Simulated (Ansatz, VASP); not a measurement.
## Two plane-wave programs on ZnS

POSCAR

```
ZnS
1.0
    3.8200000000      0.0000000000      0.0000000000
   -1.9100000000      3.3082170425      0.0000000000
    0.0000000000      0.0000000000     24.9600000000
Zn S
8 8
Direct
    0.0000000000      0.0000000000      0.0000026565
    0.0000000000      0.0000000000      0.5000026565
    0.3333333333      0.6666666667      0.1249281714
    0.6666666667      0.3333333333      0.6249281714
    0.3333333333      0.6666666667      0.3750898983
    0.6666666667      0.3333333333      0.8750898983
    0.3333333333      0.6666666667      0.7500146008
    0.6666666667      0.3333333333      0.2500146008
    0.0000000000      0.0000000000      0.0937606622
    0.0000000000      0.0000000000      0.5937606622
    0.3333333333      0.6666666667      0.2186851918
    0.6666666667      0.3333333333      0.7186851918
    0.3333333333      0.6666666667      0.4688335998
    0.6666666667      0.3333333333      0.9688335998
    0.3333333333      0.6666666667      0.8438852191
    0.6666666667      0.3333333333      0.3438852191
```

The input INCAR.step1:

```
PREC = Accurate
ENCUT = 520
ISMEAR = -1
SIGMA = 0.02
LREAL = Auto
LASPH = T
NELM = 60
NBANDS = 86
GGA = PE
ALGO = Normal
EDIFF = 1E-4
LWAVE = T
LCHARG = F
```

Contents of INCAR.step2:

```
PREC = Accurate
ENCUT = 520
EDIFF = 1E-8
ISMEAR = -1
SIGMA = 0.02
LREAL = Auto
LASPH = T
NELM = 60
ALGO = Normal
ISIF = 2
LWAVE = F
LCHARG = F
METAGGA = R2SCAN
LMIXTAU = T
LEFG = T
NBANDS = 86
ISTART = 1
```

KPOINTS

```
Automatic mesh
0
Gamma
  8 8 2
```

Input for Ansatz:

```yaml
crystal:
  lattice:
    - [3.82, 0.0, 0.0]
    - [-1.91, 3.3082170425, 0.0]
    - [0.0, 0.0, 24.96]
  atoms:
    - { symbol: Zn, position: [0.0, 0.0, 2.6565e-06] }
    - { symbol: Zn, position: [0.0, 0.0, 0.5000026565] }
    - { symbol: Zn, position: [0.3333333333, 0.6666666667, 0.1249281714] }
    - { symbol: Zn, position: [0.6666666667, 0.3333333333, 0.6249281714] }
    - { symbol: Zn, position: [0.3333333333, 0.6666666667, 0.3750898983] }
    - { symbol: Zn, position: [0.6666666667, 0.3333333333, 0.8750898983] }
    - { symbol: Zn, position: [0.3333333333, 0.6666666667, 0.7500146008] }
    - { symbol: Zn, position: [0.6666666667, 0.3333333333, 0.2500146008] }
    - { symbol: S, position: [0.0, 0.0, 0.0937606622] }
    - { symbol: S, position: [0.0, 0.0, 0.5937606622] }
    - { symbol: S, position: [0.3333333333, 0.6666666667, 0.2186851918] }
    - { symbol: S, position: [0.6666666667, 0.3333333333, 0.7186851918] }
    - { symbol: S, position: [0.3333333333, 0.6666666667, 0.4688335998] }
    - { symbol: S, position: [0.6666666667, 0.3333333333, 0.9688335998] }
    - { symbol: S, position: [0.3333333333, 0.6666666667, 0.8438852191] }
    - { symbol: S, position: [0.6666666667, 0.3333333333, 0.3438852191] }
kpoints:
  mp_grid: { grid: [8, 8, 2] }
scf:
  occupations: { method: fermi_dirac, width: 0.02 }
hamiltonian:
  xc: r2scan
  pseudopotentials: { kind: paw, frozen_core: stored }
output:
  forces: true
  stress: true
  populations: true
  efg: { quadrupole_moments_barn: { Zn: 0.122, S: -0.0694 } }
```

Alike in both runs: task electric field gradients; functional r2SCAN; k mesh 8 × 8 × 2; occupations fermi-dirac, width 0.02 eV; no spin polarisation.

```csv
,VASP,Ansatz
version,VASP 6.6.1,Ansatz 0.2.0
potentials or method,"VASP PAW PBE potentials, release 64 (Zn, S)","plane-wave PAW, scalar-relativistic"
plane-wave cutoff (eV),520,500
valence electrons in the cell,144,144
```

Ansatz gave:

| Property | Result |
| --- | --- |
| gap on the k mesh at the Fermi level (eV) | 2.69 |
| pressure (GPa) | -0.6 |
| rms of the force components (eV/Å) | 0.004 |
| size of Vzz on the site where it differs most (V/Å²) | 1.6 |

What did VASP give for the same quantities?

gap on the k mesh at the Fermi level (eV): 2.70; pressure (GPa): -0.5; rms of the force components (eV/Å): 0.003; size of Vzz on the site where it differs most (V/Å²): 1.6.

VASP's potentials were made for PBE, not for r2SCAN. Atom by atom the forces differ by 0.004 eV/Å (rms over components).
